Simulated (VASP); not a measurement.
CdGa2:

```xyz
3
Lattice="0.0000 3.0681 3.0681 3.0681 0.0000 3.0681 3.0681 3.0681 0.0000" Properties=species:S:1:pos:R:3 pbc="T T T"
Cd    0.0000    0.0000    0.0000
Ga    1.5341    1.5341    1.5341
Ga    4.6022    4.6022    4.6022
```

* Program: VASP 6.6.1
* Task: relaxation of cell and atoms
* Functional: PBE
* Potentials or basis: VASP PAW PBE potentials, release 64 (Cd, Ga_d)
* Cutoff: 600 eV
* k mesh: 6 × 6 × 6
* Occupations: gaussian, width 0.1 eV
* Spin: no spin polarisation

At the start: pressure 11.5 GPa; volume 19.25 Å³/atom.

Problem. How do energy, volume and symmetry change on relaxing?

Solution. Over 3 steps the energy falls by 108.5 meV/atom and the volume is 23.10 Å³/atom (+20.0 %); space group Fm-3m (No. 225, to 0.1 Å) before and after.

Step by step:
```csv
step,energy change (eV),largest force (eV/Å),pressure (GPa),volume (Å³)
1,0.0000,0.0000,11.53,57.76
2,-0.3244,0.0000,-0.31,70.14
3,-0.3254,0.0000,-0.06,69.29
```

Final structure:
```
Cd Ga
1.0
     0.00000    3.26003    3.26003
     3.26003    0.00000    3.26003
     3.26003    3.26003    0.00000
Cd Ga
1 2
Direct
  0.00000 0.00000 0.00000
  0.25000 0.25000 0.25000
  0.75000 0.75000 0.75000
```

Caveat: the volume moved by over 15 % at a fixed basis, so the end points are rough.
